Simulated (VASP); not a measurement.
Crystal: MnO.

```
CELL_PARAMETERS angstrom
0.00000 2.26727 2.26727
2.26727 0.00000 2.26727
2.26727 2.26727 0.00000
ATOMIC_POSITIONS crystal
Mn 0.00000 0.00000 0.00000
O 0.50000 0.50000 0.50000
```

Base run:

```yaml
Program: VASP 6.6.1
Functional: PBE
Potentials_or_basis: VASP PAW PBE potentials, release 64 (Mn_pv, O)
Cutoff: 520 eV
k_mesh: 12 × 12 × 12
Occupations: gaussian, width 0.05 eV
Spin: collinear spin, ferromagnetic start
Starting_moments: "[4.76, 0.18] μB"
Hubbard_terms: Mn d U = 3.9 eV
```

Its results: pressure -1.6 GPa; net moment 5.00 μB per cell; site moments Mn +4.63; O +0.14 μB.

**Question.** The run is repeated on the same cell with these changes: potentials or basis from VASP PAW PBE potentials, release 64 (Mn_pv, O) to VASP PAW PBE potentials, release 64 (Mn_sv, O); cutoff from 520 eV to 600 eV; further incar settings from ALGO = Normal; EDIFF = 1e-06; NBANDS = 20 to ALGO = Normal; EDIFF = 1e-06; NBANDS = 22; valence electrons from 19 to 21. What comes out?

**Answer.** Pressure -4.0 GPa; net moment 5.00 μB per cell; site moments Mn +4.50; O +0.15 μB.

Caveats: a cell with one magnetic atom can't hold antiferromagnetic order, which such compounds often take.
